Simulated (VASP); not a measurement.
CdS (Hawleyite): single point with PBE

The system is CdS (Hawleyite).

```
Cd S
1.0
     0.00000    2.83146    2.83146
     2.83146    0.00000    2.83146
     2.83146    2.83146    0.00000
Cd S
1 1
Direct
  0.00000 0.00000 0.00000
  0.25000 0.25000 0.25000
```

```json
{"Program": "VASP 6.6.1", "Task": "single point", "Functional": "PBE", "Potentials or basis": "VASP PAW PBE potentials, release 64 (Cd, S)", "Cutoff": "520 eV", "k mesh": "6 × 6 × 6", "Occupations": "gaussian, width 0.01 eV", "Spin": "no spin polarisation", "Dipole correction": "no", "Further INCAR settings": "ALGO = Normal; EDIFF = 1e-06; NBANDS = 16"}
```

```json
{"Pressure": "10.5 GPa", "Band gap on the k mesh": "1.34 eV, direct"}
```

Levels at points of the mesh, in eV from the valence-band top:
```
           k point  band 5  band 6  band 7  band 8  band 9  band 10  band 11  band 12  band 13  band 14
(0.00, 0.00, 0.00)   -7.50   -7.50    0.00    0.00    0.00     1.34     6.50     6.50     6.50    11.60
(0.50, 0.00, 0.00)   -7.45   -7.03   -4.98   -0.89   -0.89     3.13     6.99     6.99     7.73    11.38
(0.50, 0.50, 0.00)   -7.38   -6.96   -4.36   -2.21   -2.21     3.38     4.42     9.64    11.31    11.31
```

It took 22 s on 1 thread of AMD EPYC 7R13 Processor (Zen 3), with other jobs on the host, peak memory 0.12 GiB.

As with any semilocal functional, this PBE gap is likely too small.
